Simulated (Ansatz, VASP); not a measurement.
## Two plane-wave programs on SiC

INCAR

```
PREC = Accurate ; ENCUT = 520
EDIFF = 1E-6 ; ISMEAR = 0
SIGMA = 0.05 ; LREAL = False
LASPH = True ; NELM = 80
ALGO = Normal ; ISIF = 2
LWAVE = False ; LCHARG = True
GGA = PE ; LELF = True
LVHAR = True ; NBANDS = 26
```

The input KPOINTS:

```
regular mesh
0
Gamma
  10 10 3
```

POSCAR

```
SiC
1.0
   -3.0917664073      0.0000000000      0.0000000000
    1.5458832036     -2.6775482513      0.0000000000
   -3.4782372082      2.0081611885     10.1480423548
Si C
4 4
Direct
   -0.0128571575      1.0128571575      0.9060317656
    0.3621428425      0.6378571575      0.4060317656
    0.2163095091      0.7836904909      0.1560317656
   -0.1586904909      1.1586904909      0.6560317656
    0.5961904909      0.4038095091      0.0939682344
    0.2211904909      0.7788095091      0.5939682344
    0.0753571576      0.9246428424      0.3439682344
   -0.2996428424      1.2996428424      0.8439682344
```

Input for Ansatz:

```yaml
crystal:
  lattice:
    - [-3.0917664073, 0.0, 0.0]
    - [1.5458832036, -2.6775482513, 0.0]
    - [-3.4782372082, 2.0081611885, 10.1480423548]
  atoms:
    - { symbol: Si, position: [-0.0128571575, 1.0128571575, 0.9060317656] }
    - { symbol: Si, position: [0.3621428425, 0.6378571575, 0.4060317656] }
    - { symbol: Si, position: [0.2163095091, 0.7836904909, 0.1560317656] }
    - { symbol: Si, position: [-0.1586904909, 1.1586904909, 0.6560317656] }
    - { symbol: C, position: [0.5961904909, 0.4038095091, 0.0939682344] }
    - { symbol: C, position: [0.2211904909, 0.7788095091, 0.5939682344] }
    - { symbol: C, position: [0.0753571576, 0.9246428424, 0.3439682344] }
    - { symbol: C, position: [-0.2996428424, 1.2996428424, 0.8439682344] }
basis:
  ecutwfc: 420
kpoints:
  mp_grid: { grid: [10, 10, 3] }
hamiltonian:
  xc: pbe
scf:
  occupations: { method: gaussian, width: 0.05 }
output:
  forces: true
  stress: true
  eigenvalues: true
```

Alike in both runs: task single point; functional PBE; k mesh 10 × 10 × 3; occupations gaussian, width 0.05 eV; no spin polarisation.

|  | VASP | Ansatz |
| --- | --- | --- |
| version | VASP 6.6.1 | Ansatz 0.2.0 |
| potentials or method | VASP PAW PBE potentials, release 64 (Si, C), cutoff 520 eV | scalar-relativistic, plane waves, PAW |
| valence electrons in the cell | 32 | 32 |

VASP gave:

- gap on the k mesh at the Fermi level (eV): 0.58
- least direct gap on the mesh (eV): 1.17
- pressure (GPa): -0.4
- traceless stress, the component that is largest in VASP (GPa): -10.89
- rms of the force components (eV/Å): 0.652

Which values does Ansatz return?

gap on the k mesh at the Fermi level (eV): 0.59; least direct gap on the mesh (eV): 1.17; pressure (GPa): -0.4; traceless stress, the component that is largest in VASP (GPa): -10.86; rms of the force components (eV/Å): 0.652.

Atom by atom the forces differ by 0.004 eV/Å (rms over components). With one functional, cell and mesh, what is left measures potentials, basis and numerics.
